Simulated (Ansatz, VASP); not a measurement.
Sn4H: VASP beside Ansatz

INCAR

```
SYSTEM = Sn4H
PREC = Accurate
ENCUT = 600
EDIFF = 1E-6
ISMEAR = 0
SIGMA = 0.2
LREAL = .FALSE.
LASPH = .TRUE.
NELM = 80
ALGO = Normal
ISIF = 3
LWAVE = .FALSE.
LCHARG = .FALSE.
GGA = PE
IBRION = 2
NSW = 36
EDIFFG = -0.08
```

File KPOINTS:

```
Automatic mesh
0
G
  4 4 4
  0 0 0
```

The input POSCAR:

```
Sn4H
1.0
   -2.8808494000      2.8808494000      3.9008887400
    2.8808494000     -2.8808494000      3.9008887400
    2.8808494000      2.8808494000     -3.9008887400
Sn H
4 1
Direct
    0.1668157600      0.1668157600      0.0000000000
    0.8331842400      0.8331842400      0.0000000000
    0.7500000000      0.2500000000      0.5000000000
    0.2500000000      0.7500000000      0.5000000000
    0.5000000000      0.5000000000      0.0000000000
```

Input for Ansatz:

```yaml
crystal:
  lattice:
    - [-2.8808494, 2.8808494, 3.90088874]
    - [2.8808494, -2.8808494, 3.90088874]
    - [2.8808494, 2.8808494, -3.90088874]
  atoms:
    - { symbol: Sn, position: [0.16681576, 0.16681576, 0.0] }
    - { symbol: Sn, position: [0.83318424, 0.83318424, 0.0] }
    - { symbol: Sn, position: [0.75, 0.25, 0.5] }
    - { symbol: Sn, position: [0.25, 0.75, 0.5] }
    - { symbol: H, position: [0.5, 0.5, 0.0] }
basis:
  ecutwfc: 420
kpoints:
  mp_grid: { grid: [4, 4, 4] }
hamiltonian:
  xc: pbe
scf:
  occupations: { method: gaussian, width: 0.2 }
  lower_state_search: "off"
output:
  forces: true
  stress: true
  eigenvalues: true
relax:
  adjacent_minimum: "off"
  f_tol: 0.08
  max_steps: 16
  cell: { stress_tol: 0.8 }
```

Alike in both runs: task relaxation of cell and atoms; functional PBE; k mesh 4 × 4 × 4; occupations gaussian, width 0.2 eV; no spin polarisation.

```csv
,VASP,Ansatz
version,VASP 6.6.1,Ansatz 0.2.0
potentials or method,"VASP PAW PBE potentials, release 64 (Sn_d, H), cutoff 600 eV","scalar-relativistic, plane waves, PAW"
valence electrons in the cell,57,57
```

Ansatz gave:

* gap on the k mesh at the Fermi level, each at its own relaxed structure (eV): none
* relaxed volume (Å³/atom): 25.87
* relaxed cell length with the largest relative difference (Å): 5.537

Q: What did VASP give for the same quantities?

A: gap on the k mesh at the Fermi level, each at its own relaxed structure (eV): none; relaxed volume (Å³/atom): 25.77; relaxed cell length with the largest relative difference (Å): 5.529.

A gap of «none» marks a metal or a gap that the smearing closes.

The k mesh is coarse, so the values compare programs but aren't converged.
